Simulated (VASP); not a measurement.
# Cr (Pm-3m) in VASP: single point with PBE

Aim: the single point of Cr with PBE.

All numbers are computed with VASP 6.6.1; they aren't measurements. Logs are shortened: lines on timing, memory, paths and dates and some standing lists are left out, and cuts for length are marked.

## 1. The cell of the first run

It takes space group Pm-3m (No. 221, cubic). The conventional cell has a = 2.341 Å, b = 2.341 Å, c = 2.341 Å, α = 90.00°, β = 90.00°, γ = 90.00°. Within 3.1 Å of Cr (site symmetry m-3m) lie 6 Cr at 2.34 Å.

## 2. Single point, PBE, collinear spin, ferromagnetic start

Input file INCAR:

```
SYSTEM = Cr
PREC     = Accurate       ! precision mode
ENCUT    = 520            ! plane-wave cutoff, eV
EDIFF    = 1E-6           ! SCF threshold, eV
ISMEAR   = -1             ! smearing method
SIGMA    = 0.05           ! smearing width, eV
LREAL    = .FALSE.        ! projectors in reciprocal space
LASPH    = .TRUE.         ! aspherical terms in the spheres
NELM     = 150            ! most SCF steps
ALGO     = Normal         ! electronic algorithm
ISIF     = 2              ! what is computed and relaxed
LWAVE    = .FALSE.        ! write WAVECAR
LCHARG   = .TRUE.         ! write CHGCAR
ISPIN    = 2              ! spin polarisation
MAGMOM   = 2              ! initial moments
LORBIT   = 11             ! projections on sites
LMAXMIX  = 4              ! l up to which the mixer works
GGA      = PE             ! functional
LELF     = .TRUE.         ! ELF
LVHAR    = .TRUE.       
NBANDS   = 16             ! bands
```

Input file KPOINTS:

```
regular mesh
0
G
  16 16 16
  0 0 0
```

Input file POSCAR:

```
Cr
1.0
    2.3406272981      0.0000000000      0.0000000000
    0.0000000000      2.3406272981      0.0000000000
    0.0000000000      0.0000000000      2.3406272981
Cr
1
Direct
    0.0000000000      0.0000000000      0.0000000000
```

Potentials or basis: VASP PAW PBE potentials, release 64 (Cr_pv).

Launch:

```bash
cat potpaw_PBE.64/Cr_pv/POTCAR > POTCAR
mpirun -np 1 vasp_std > vasp.out
```

OUTCAR:

```text
SYSTEM = Cr
   PREC = Accurate
   ENCUT = 520
   EDIFF = 1E-6
   ISMEAR = -1
   LREAL = .FALSE.
   LASPH = .TRUE.
   NELM = 150
   ISIF = 2
   ISPIN = 2
   LORBIT = 11
   GGA = PE

 ion  position               nearest neighbor table
   1  0.000  0.000  0.000-

  LATTYP: Found a simple cubic cell.
 ALAT       =     2.3406272981

  Lattice vectors:

 A1 = (   2.3406272981,   0.0000000000,   0.0000000000)
 A2 = (   0.0000000000,   2.3406272981,   0.0000000000)
 A3 = (   0.0000000000,   0.0000000000,   2.3406272981)

Analysis of symmetry for initial positions (statically):
=====================================================================
 Subroutine PRICEL returns:
 Original cell was already a primitive cell.

 Routine SETGRP: Setting up the symmetry group for a
 simple cubic supercell.

 Subroutine GETGRP returns: Found 48 space group operations
 (whereof 48 operations were pure point group operations)
 out of a pool of 48 trial point group operations.

The static configuration has the point symmetry O_h .

Analysis of symmetry for dynamics (positions and initial velocities):
=====================================================================
 Subroutine PRICEL returns:
 Original cell was already a primitive cell.

 Routine SETGRP: Setting up the symmetry group for a
 simple cubic supercell.

 Subroutine GETGRP returns: Found 48 space group operations
 (whereof 48 operations were pure point group operations)
 out of a pool of 48 trial point group operations.

The dynamic configuration has the point symmetry O_h .

Analysis of structural, dynamic, and magnetic symmetry:
=====================================================================
 Subroutine PRICEL returns:
 Original cell was already a primitive cell.

 Routine SETGRP: Setting up the symmetry group for a
 simple cubic supercell.

 Subroutine GETGRP returns: Found 48 space group operations
 (whereof 48 operations were pure point group operations)
 out of a pool of 48 trial point group operations.

The overall configuration has the point symmetry O_h .

 Subroutine INISYM returns: Found 48 space group operations
 (whereof 48 operations are pure point group operations),
 and found     1 'primitive' translations

----------------------------------------------------------------------------------------

                                     Primitive cell

  volume of cell :      12.8232

  direct lattice vectors                    reciprocal lattice vectors
     2.340627298  0.000000000  0.000000000     0.427235896  0.000000000  0.000000000
     0.000000000  2.340627298  0.000000000     0.000000000  0.427235896  0.000000000
     0.000000000  0.000000000  2.340627298     0.000000000  0.000000000  0.427235896
[... 97 lines left out ...]
   ISMEAR =    -1;   SIGMA  =   0.05  broadening in eV -4-tet -1-fermi 0-gaus
   EFERMI_NEDOS =   21; number of points for ismear=-14 and -15
   IALGO  =     38    algorithm
   IMIX   =      4    mixing-type and parameters
     AMIX     =   0.40;   BMIX     =  1.00
     AMIX_MAG =   1.60;   BMIX_MAG =  1.00
  volume/ion in A,a.u.               =      12.82        86.54
  Fermi-wavevector in a.u.,A,eV,Ry     =   1.601289  3.025997 34.887047  2.564126
  Thomas-Fermi vector in A             =   2.698291
   LORBIT       =     11    0 simple, 1 ext, 2 COOP (PROOUT), +10 PAW based schemes
   GGA     = PE    functional components
   LHFCALC =     F    Hartree Fock is set to
   AEXX    =    0.0000 exact exchange contribution
   IVDW    =     0    specifies the selected vdW correction
   LEPSILON=     F    determine dielectric tensor
   LRPA    =     F    only Hartree local field effects (RPA)
 spin polarized calculation
  energy-cutoff  :      520.00
  volume of cell :       12.82
 maximum number of plane-waves:       360
 NGX is ok and might be reduce to    18
   NGX =  9   NGY =  9   NGZ =  9

 number of electron      12.0000003 magnetization      -0.0051857

 number of electron      12.0000003 magnetization       0.0002162

 Free energy of the ion-electron system (eV)
  ---------------------------------------------------
  ext. energy  EPLUGINS =         0.00000000
  ---------------------------------------------------
  free energy    TOTEN  =        -8.50693917 eV

  energy without entropy =       -8.49574307  energy(sigma->0) =       -8.50134112

 E-fermi :   9.6226     XC(G=0): -12.9466

 val. band max:        9.5967958013   @ k =   0.5000   0.3125   0.1875
 cond. band min:       9.6329677646   @ k =   0.5000   0.2500   0.2500
 fundamental gap:      0.0361719633
 Fermi energy:         9.6226091869

 spin component 1

 k-point     1 :       0.0000    0.0000    0.0000
  band No.  band energies     occupation
      1     -32.8939      1.00000
      2     -32.8939      1.00000
      3     -32.8939      1.00000
      4       2.2947      1.00000
      5       6.4708      1.00000
      6       6.4708      1.00000
[... 435 lines left out ...]
      5       7.6551      1.00000
      6       7.7907      1.00000
[... 8 lines left out ...]
     15      38.2306      0.00000
     16      38.9154      0.00000

 [... further k-points ...]

 spin component 2

 k-point     1 :       0.0000    0.0000    0.0000
  band No.  band energies     occupation
      1     -32.8939      1.00000
      2     -32.8939      1.00000
      3     -32.8939      1.00000
      4       2.2948      1.00000
      5       6.4709      1.00000
      6       6.4709      1.00000
[... 435 lines left out ...]
      5       7.6552      1.00000
      6       7.7908      1.00000
[... 8 lines left out ...]
     15      38.2309      0.00000
     16      38.9155      0.00000

 [... further k-points ...]
[... 5 lines left out ...]
  --------------------------------------------------------------------------------------
  -------------------------------------------------------------------------------------
  Total       -0.0270908     -0.0270908     -0.0270908     -0.0000000     -0.0000000      0.0000000
  in kB       -3.3848236     -3.3848236     -3.3848236     -0.0000000     -0.0000000      0.0000000
  external PRESSURE =      -3.3848236 kB  Pullay stress =       0.0000000 kB

 VOLUME and BASIS-vectors are now :
 -----------------------------------------------------------------------------
  energy-cutoff  :      520.00
  volume of cell :       12.82
      direct lattice vectors                 reciprocal lattice vectors
     2.340627298  0.000000000  0.000000000     0.427235896  0.000000000  0.000000000
     0.000000000  2.340627298  0.000000000     0.000000000  0.427235896  0.000000000
     0.000000000  0.000000000  2.340627298     0.000000000  0.000000000  0.427235896

 POSITION                                       TOTAL-FORCE (eV/Angst)
 -----------------------------------------------------------------------------------
      0.00000      0.00000      0.00000         0.000000      0.000000      0.000000
 -----------------------------------------------------------------------------------
    total drift:                               -0.000000      0.000000     -0.000000

  FREE ENERGIE OF THE ION-ELECTRON SYSTEM (eV)
  ---------------------------------------------------
  free  energy   TOTEN  =        -8.5069391712 eV

  energy  without entropy=       -8.4957430680  energy(sigma->0) =       -8.50134112

 total charge

# of ion       s       p       d       tot
------------------------------------------
    1        0.444   6.297   4.339  11.080

 magnetization (x)

# of ion       s       p       d       tot
------------------------------------------
    1       -0.000   0.000   0.000   0.000
```

OSZICAR:

```text
N       E                     dE             d eps       ncg     rms          rms(c)
DAV:   1     0.846582294946E+02    0.84658E+02   -0.65322E+03 10800   0.883E+02
DAV:   2    -0.746239156347E+01   -0.92121E+02   -0.87576E+02 11272   0.245E+02
DAV:   3    -0.904106158723E+01   -0.15787E+01   -0.15759E+01 12032   0.359E+01
DAV:   4    -0.904729459392E+01   -0.62330E-02   -0.62328E-02 11712   0.224E+00
DAV:   5    -0.904734717180E+01   -0.52578E-04   -0.52578E-04 12016   0.185E-01    0.129E+01
DAV:   6    -0.849008908051E+01    0.55726E+00   -0.19181E+00 11536   0.205E+01    0.270E+00
DAV:   7    -0.850699651907E+01   -0.16907E-01   -0.57904E-02 10920   0.225E+00    0.173E+00
DAV:   8    -0.850802771408E+01   -0.10312E-02   -0.24792E-03 12232   0.599E-01    0.830E-01
DAV:   9    -0.850676214494E+01    0.12656E-02   -0.17587E-03 11456   0.417E-01    0.169E-01
DAV:  10    -0.850692844985E+01   -0.16630E-03   -0.18681E-04 11400   0.153E-01    0.525E-02
DAV:  11    -0.850693929015E+01   -0.10840E-04   -0.16073E-05 11656   0.339E-02    0.194E-02
DAV:  12    -0.850693917120E+01    0.11895E-06   -0.51292E-06 10544   0.166E-02
   1 F= -.85069392E+01 E0= -.85013411E+01  d E =-.111961E-01  mag=     0.0008
```

Wall time 40 s (1 thread of AMD EPYC 9R45 (Zen 5), shared host); peak memory 0.12 GiB.

Results:

```
Free energy                                           : -8.5069 eV
Pressure                                              : -0.3 GPa
Band gap on the k mesh                                : zero (filled and empty bands overlap)
Net moment                                            : 0.00 μB per cell
Valence electrons inside the program's atomic spheres : Cr 11.08
```

Caveat: the starting moments collapsed, and a magnetic state may lie lower.
